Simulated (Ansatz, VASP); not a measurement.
## KTaO3: VASP beside Ansatz

```
K Ta O
1.0
     4.15431    0.00000    0.00000
     0.00000    4.15431    0.00000
     0.00000    0.00000    4.15431
K Ta O
1 1 3
Cartesian
  0.0000 0.0000 0.0000
  2.0772 2.0772 2.0772
  0.0000 2.0772 2.0772
  2.0772 2.0772 0.0000
  2.0772 0.0000 2.0772
```

Alike in both runs: task single point; functional PBE; k mesh 8 × 8 × 8; occupations gaussian, width 0.05 eV; no spin polarisation.

|  | VASP | Ansatz |
| --- | --- | --- |
| version | VASP 6.6.1 | Ansatz 0.2.0 |
| potentials or method | VASP PAW PBE potentials, release 64 (K_sv, Ta_pv, O), cutoff 520 eV | scalar-relativistic, plane waves, PAW |
| valence electrons in the cell | 38 | 40 |

Ansatz gave:

- gap on the k mesh at the Fermi level (eV): 1.93
- least direct gap on the mesh (eV): 2.57
- pressure (GPa): -14.5

Estimate VASP's values.

gap on the k mesh at the Fermi level (eV): 1.89; least direct gap on the mesh (eV): 2.53; pressure (GPa): -14.1.

With one functional, cell and mesh, what is left measures potentials, basis and numerics. VASP's potentials hold 38 valence electrons a cell and Ansatz's 40, so a difference there can come from the potentials and not from the codes.

Neither program's run includes spin-orbit coupling.
